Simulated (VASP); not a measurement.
A run of VASP 6.6.1:

File INCAR:

```
ALGO     = Normal         # electronic algorithm
EDIFF    = 1E-6           # SCF threshold, eV
ENCUT    = 520            # plane-wave cutoff, eV
GGA      = PE             # functional
ISIF     = 2              # what is computed and relaxed
ISMEAR   = 0              # smearing method
LASPH    = True           # aspherical terms in the spheres
LCHARG   = False          # write CHGCAR
LREAL    = False          # projectors in reciprocal space
LWAVE    = False          # write WAVECAR
NBANDS   = 28             # bands
NELM     = 60             # most SCF steps
PREC     = Accurate       # precision mode
SIGMA    = 0.01           # smearing width, eV
```

KPOINTS

```
k-points
0
Gamma
  6 6 4
```

Contents of POSCAR:

```
PbSe
1.0
    5.1741442664      0.0000000000      0.0000000000
   -2.5870721332      4.4809403775      0.0000000000
    0.0000000000      0.0000000000      6.2147757150
Pb Se
2 2
Direct
    0.3333333333      0.6666666667     -0.0648971074
    0.6666666667      0.3333333333      0.4351028926
    0.3333333333      0.6666666667      0.4398971074
    0.6666666667      0.3333333333      0.9398971074
```

Potentials or basis: VASP PAW PBE potentials, release 64 (Pb_d, Se).

The run is started by

```bash
$ cat potpaw_PBE.64/Pb_d/POTCAR potpaw_PBE.64/Se/POTCAR > POTCAR
$ mpirun -np 1 vasp_std > vasp.out
```

Hardware: 1 thread of AMD EPYC 7R13 (shared host).

**Question.** Estimate the wall time of this run.

**Answer.** It took 110 s on 1 thread of AMD EPYC 7R13 (shared host), peak memory 0.26 GiB. Counts: scf iterations 14, k points 21.
